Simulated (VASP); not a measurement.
# Sb in VASP: a series of runs

Runs on Sb. Level: PBE. Tasks: single point.

All numbers are computed with VASP 6.6.1; they aren't measurements. Logs are shortened: lines on timing, memory, paths and dates and some standing lists are left out, and cuts for length are marked.

## Step 1: The cell of the first run

The cell holds a slab with vacuum, 4 atoms: a = 5.129 Å, b = 4.240 Å, c = 29.022 Å, α = 90.00°, β = 90.00°, γ = 90.00°.

## Step 2: Single point, PBE

INCAR reads:

```
  ALGO = Normal
  DIPOL = 0.5 0.5 0.327
  EDIFF = 1E-6
  ENCUT = 520
  GGA = PE
  IDIPOL = 3
  ISIF = 2
  ISMEAR = -1
  LASPH = True
  LCHARG = False
  LDIPOL = True
  LREAL = False
  LWAVE = False
  NBANDS = 18
  NELM = 60
  PREC = Accurate
  SIGMA = 0.02
```

KPOINTS reads:

```
k-points
0
Gamma
  6 6 1
```

POSCAR reads:

```
Sb
1.0
    5.1294153392      0.0000000000      0.0000000000
    0.0000000000      4.2400764228      0.0000000000
    0.0000000000      0.0000000000     29.0216962420
Sb
4
Direct
    0.0594216653      0.0000000000      0.3752152931
    0.4405783347      0.5000000000      0.3752152931
    0.5594216653      0.5000000000      0.2794673224
    0.9405783347      0.0000000000      0.2794673224
```

Potentials or basis: VASP PAW PBE potentials, release 64 (Sb).

On the command line:

```sh
> cat potpaw_PBE.64/Sb/POTCAR > POTCAR
> mpirun -np 1 vasp_std > vasp.out
```

OUTCAR:

```text
EDIFF = 1E-6
   ENCUT = 520
   GGA = PE
   ISIF = 2
   ISMEAR = -1
   LASPH = True
   LREAL = False
   NELM = 60
   PREC = Accurate

 ion  position               nearest neighbor table
   1  0.059  0.000  0.375-   4 2.84   2 2.88   2 2.88
   2  0.441  0.500  0.375-   3 2.84   1 2.88   1 2.88
   3  0.559  0.500  0.279-   2 2.84   4 2.88   4 2.88
   4  0.941  0.000  0.279-   1 2.84   3 2.88   3 2.88

  LATTYP: Found a simple orthorhombic cell.
 ALAT       =     4.2400764228
 B/A-ratio  =     1.2097459639
 C/A-ratio  =     6.8446163107

  Lattice vectors:

 A1 = (   0.0000000000,  -4.2400764228,   0.0000000000)
 A2 = (   5.1294153392,   0.0000000000,   0.0000000000)
 A3 = (   0.0000000000,   0.0000000000,  29.0216962420)

Analysis of symmetry for initial positions (statically):
=====================================================================
 Subroutine PRICEL returns:
 Original cell was already a primitive cell.

 Routine SETGRP: Setting up the symmetry group for a
 simple orthorhombic supercell.

 Subroutine GETGRP returns: Found  8 space group operations
 (whereof  2 operations were pure point group operations)
 out of a pool of  8 trial point group operations.

The static configuration has the point symmetry C_1h.
 The point group associated with its full space group is D_2h.

Analysis of symmetry for dynamics (positions and initial velocities):
=====================================================================
 Subroutine PRICEL returns:
 Original cell was already a primitive cell.

 Routine SETGRP: Setting up the symmetry group for a
 simple orthorhombic supercell.

 Subroutine GETGRP returns: Found  8 space group operations
 (whereof  2 operations were pure point group operations)
 out of a pool of  8 trial point group operations.

The dynamic configuration has the point symmetry C_1h.
 The point group associated with its full space group is D_2h.

 Subroutine INISYM returns: Found  8 space group operations
 (whereof  2 operations are pure point group operations),
 and found     1 'primitive' translations

----------------------------------------------------------------------------------------

                                     Primitive cell

  volume of cell :     631.1962

  direct lattice vectors                    reciprocal lattice vectors
     5.129415339  0.000000000  0.000000000     0.194953993  0.000000000  0.000000000
     0.000000000  4.240076423  0.000000000     0.000000000  0.235844806  0.000000000
     0.000000000  0.000000000 29.021696242     0.000000000  0.000000000  0.034456980

  length of vectors
     5.129415339  4.240076423 29.021696242     0.194953993  0.235844806  0.034456980
[... 87 lines left out ...]
   NELECT =      20.0000    total number of electrons
   NUPDOWN=      -1.0000    fix difference up-down
   EMIN   =  10.00;   EMAX   =-10.00  energy-range for DOS
   EFERMI =   0.00;   METHOD = LEGACY
   ISMEAR =    -1;   SIGMA  =   0.02  broadening in eV -4-tet -1-fermi 0-gaus
   EFERMI_NEDOS =   21; number of points for ismear=-14 and -15
   IALGO  =     38    algorithm
   IMIX   =      4    mixing-type and parameters
     AMIX     =   0.40;   BMIX     =  1.00
     AMIX_MAG =   1.60;   BMIX_MAG =  1.00
  volume/ion in A,a.u.               =     157.80      1064.88
  Fermi-wavevector in a.u.,A,eV,Ry     =   0.518040  0.978954  3.651335  0.268366
  Thomas-Fermi vector in A             =   1.534743
   LORBIT       =      0    0 simple, 1 ext, 2 COOP (PROOUT), +10 PAW based schemes
   GGA     = PE    functional components
   LHFCALC =     F    Hartree Fock is set to
   AEXX    =    0.0000 exact exchange contribution
   IVDW    =     0    specifies the selected vdW correction
   LEPSILON=     F    determine dielectric tensor
   LRPA    =     F    only Hartree local field effects (RPA)
 non-spin polarized calculation
  energy-cutoff  :      520.00
  volume of cell :      631.20
 maximum number of plane-waves:     17055
 NGX is ok and might be reduce to    40
   NGX = 19   NGY = 15   NGZ =107

 dipolmoment           0.000000      0.000000     -0.000002 electrons x Angstroem

 number of electron      20.0000001 magnetization

 dipolmoment           0.000000      0.000000      0.000007 electrons x Angstroem

 Free energy of the ion-electron system (eV)
  ---------------------------------------------------
  ext. energy  EPLUGINS =         0.00000000
  ---------------------------------------------------
  free energy    TOTEN  =       -16.13410860 eV

  energy without entropy =      -16.13410852  energy(sigma->0) =      -16.13410856

 E-fermi :  -1.8119     XC(G=0):  -2.3141

 val. band max:       -2.0832403328   @ k =   0.3333   0.0000   0.0000
 cond. band min:      -1.5542565386   @ k =   0.0000   0.0000   0.0000
 fundamental gap:      0.5289837942
 Fermi energy:        -1.8118674907

 k-point     1 :       0.0000    0.0000    0.0000
  band No.  band energies     occupation
      1     -13.9243      2.00000
      2     -12.1661      2.00000
      3      -9.8929      2.00000
      4      -7.4525      2.00000
      5      -5.9535      2.00000
      6      -5.2977      2.00000
[... 313 lines left out ...]
      5      -6.2087      2.00000
      6      -6.2087      2.00000
[... 10 lines left out ...]
     17       3.3111      0.00000
     18       3.3111      0.00000

------------------------ aborting loop because EDIFF is reached ----------------------------------------

 vacuum level on the upper side and lower side of the slab       (xc-potential included)        -0.005        -0.006

  FORCE on cell =-STRESS in cart. coord.  units (eV):
  Direction    XX          YY          ZZ          XY          YZ          ZX
  --------------------------------------------------------------------------------------
  -------------------------------------------------------------------------------------
  Total        0.6582635      1.0737295      1.0603654      0.0000000      0.0000000      0.0000000
  in kB        1.6708829      2.7254683      2.6915460      0.0000000      0.0000000      0.0000000
  external PRESSURE =       2.3626324 kB  Pullay stress =       0.0000000 kB

 VOLUME and BASIS-vectors are now :
 -----------------------------------------------------------------------------
  energy-cutoff  :      520.00
  volume of cell :      631.20
      direct lattice vectors                 reciprocal lattice vectors
     5.129415339  0.000000000  0.000000000     0.194953993  0.000000000  0.000000000
     0.000000000  4.240076423  0.000000000     0.000000000  0.235844806  0.000000000
     0.000000000  0.000000000 29.021696242     0.000000000  0.000000000  0.034456980

 POSITION                                       TOTAL-FORCE (eV/Angst)
 -----------------------------------------------------------------------------------
      0.30480      0.00000     10.88938        -0.240524      0.000000      0.191534
      2.25991      2.12004     10.88938         0.240524      0.000000      0.191534
      2.86951      2.12004      8.11062        -0.240524     -0.000000     -0.191534
      4.82462      0.00000      8.11062         0.240524      0.000000     -0.191534
 -----------------------------------------------------------------------------------
    total drift:                               -0.000000      0.000000      0.000037

  FREE ENERGIE OF THE ION-ELECTRON SYSTEM (eV)
  ---------------------------------------------------
  free  energy   TOTEN  =       -16.1341086046 eV

  energy  without entropy=      -16.1341085235  energy(sigma->0) =      -16.13410856

 vacuum level on the upper side and lower side of the slab         2.121         2.121
```

Wall time 2.2 min (1 thread of Intel Xeon 6975P-C (Granite Rapids), shared host); peak memory 0.64 GiB.

What came out:

```
Free energy            : -16.1341 eV
Largest force          : 0.307 eV/Å
Band gap on the k mesh : 0.53 eV, indirect (least direct gap 0.68 eV)
```

Forces in eV/Å, atoms in the order of the input:
```
Sb  -0.241  0.000  0.192
Sb   0.241  0.000  0.192
Sb  -0.241  0.000 -0.192
Sb   0.241  0.000 -0.192
```

Caveat: spin-orbit coupling is left out, which moves the levels of the heavy elements.

## Step 3: Single point, PBE (uniaxial x strain +1.5%)

INCAR reads:

```
SYSTEM = Sb
PREC = Accurate
ENCUT = 520
EDIFF = 1E-6
ISMEAR = -1
SIGMA = 0.02
LREAL = .FALSE.
LASPH = .TRUE.
NELM = 100
ALGO = Normal
ISIF = 2
LWAVE = .FALSE.
LCHARG = .FALSE.
LDIPOL = .TRUE.
IDIPOL = 3
DIPOL = 0.5 0.5 0.327
GGA = PE
NBANDS = 18
```

KPOINTS reads:

```
Automatic mesh
0
G
  6 6 1
  0 0 0
```

POSCAR reads:

```
Sb
1.0
    5.2063565693      0.0000000000      0.0000000000
    0.0000000000      4.2400764228      0.0000000000
    0.0000000000      0.0000000000     29.0216962420
Sb
4
Direct
    0.0618586065      0.0000000000      0.3750568706
    0.4381413935      0.5000000000      0.3750568706
    0.5618586065      0.5000000000      0.2796257449
    0.9381413935      0.0000000000      0.2796257449
```

Potentials or basis: VASP PAW PBE potentials, release 64 (Sb).

On the command line:

```sh
> cat potpaw_PBE.64/Sb/POTCAR > POTCAR
> mpirun -np 1 vasp_std > vasp.out
```

OUTCAR:

```text
SYSTEM = Sb
   PREC = Accurate
   ENCUT = 520
   EDIFF = 1E-6
   ISMEAR = -1
   LREAL = .FALSE.
   LASPH = .TRUE.
   NELM = 100
   ISIF = 2
   GGA = PE

 ion  position               nearest neighbor table
   1  0.062  0.000  0.375-   4 2.84   2 2.89   2 2.89
   2  0.438  0.500  0.375-   3 2.84   1 2.89   1 2.89
   3  0.562  0.500  0.280-   2 2.84   4 2.89   4 2.89
   4  0.938  0.000  0.280-   1 2.84   3 2.89   3 2.89

  LATTYP: Found a simple orthorhombic cell.
 ALAT       =     4.2400764228
 B/A-ratio  =     1.2278921534
[... 533 lines left out ...]
  -------------------------------------------------------------------------------------
  Total        0.3827414      0.7103199      1.1498822      0.0000000      0.0000000     -0.0000000
  in kB        0.9571623      1.7763731      2.8756336      0.0000000      0.0000000     -0.0000000
  external PRESSURE =       1.8697230 kB  Pullay stress =       0.0000000 kB

 VOLUME and BASIS-vectors are now :
 -----------------------------------------------------------------------------
  energy-cutoff  :      520.00
  volume of cell :      640.66
      direct lattice vectors                 reciprocal lattice vectors
     5.206356569  0.000000000  0.000000000     0.192072899  0.000000000  0.000000000
     0.000000000  4.240076423  0.000000000     0.000000000  0.235844806  0.000000000
     0.000000000  0.000000000 29.021696242     0.000000000  0.000000000  0.034456980

 POSITION                                       TOTAL-FORCE (eV/Angst)
 -----------------------------------------------------------------------------------
      0.32206      0.00000     10.88479        -0.215868      0.000000      0.208410
      2.28112      2.12004     10.88479         0.215868     -0.000000      0.208410
      2.92524      2.12004      8.11521        -0.215868      0.000000     -0.208410
      4.88430      0.00000      8.11521         0.215868      0.000000     -0.208410
 -----------------------------------------------------------------------------------
    total drift:                               -0.000000      0.000000      0.000004

  FREE ENERGIE OF THE ION-ELECTRON SYSTEM (eV)
  ---------------------------------------------------
  free  energy   TOTEN  =       -16.1266683565 eV

  energy  without entropy=      -16.1266683464  energy(sigma->0) =      -16.12666835

 vacuum level on the upper side and lower side of the slab         2.083         2.083
```

OSZICAR:

```text
N       E                     dE             d eps       ncg     rms          rms(c)
DAV:   1     0.120501871511E+03    0.12050E+03   -0.50450E+03   576   0.703E+02
DAV:   2    -0.204538504713E+01   -0.12255E+03   -0.11675E+03   884   0.119E+02
DAV:   3    -0.158517572153E+02   -0.13806E+02   -0.13735E+02   798   0.462E+01
[... 13 lines left out ...]
DAV:  17    -0.161266559552E+02   -0.29770E-04   -0.16363E-06   564   0.324E-03    0.404E-04
DAV:  18    -0.161266649733E+02   -0.90181E-05   -0.30917E-07   592   0.148E-03    0.165E-04
DAV:  19    -0.161266670869E+02   -0.21136E-05   -0.34090E-08   532   0.546E-04    0.103E-04
DAV:  20    -0.161266682109E+02   -0.11240E-05   -0.12025E-08   492   0.352E-04    0.531E-05
DAV:  21    -0.161266683565E+02   -0.14566E-06    0.90398E-10   428   0.130E-04
   1 F= -.16126668E+02 E0= -.16126668E+02  d E =-.100826E-07
```

Wall time 2.5 min (1 thread of Intel Xeon 6975P-C (Granite Rapids), shared host); peak memory 0.64 GiB.

Results:

```yaml
Free_energy: -16.1267 eV
Largest_force: 0.300 eV/Å
Band_gap_on_the_k_mesh: 0.62 eV, indirect (least direct gap 0.74 eV)
```

Forces on the atoms (eV/Å):
```
Sb  -0.216  0.000  0.208
Sb   0.216  0.000  0.208
Sb  -0.216  0.000 -0.208
Sb   0.216  0.000 -0.208
```

Caveat: the cell differs from its parent crystal (uniaxial x strain +1.5%); spin-orbit coupling is left out, which moves the levels of the heavy elements.
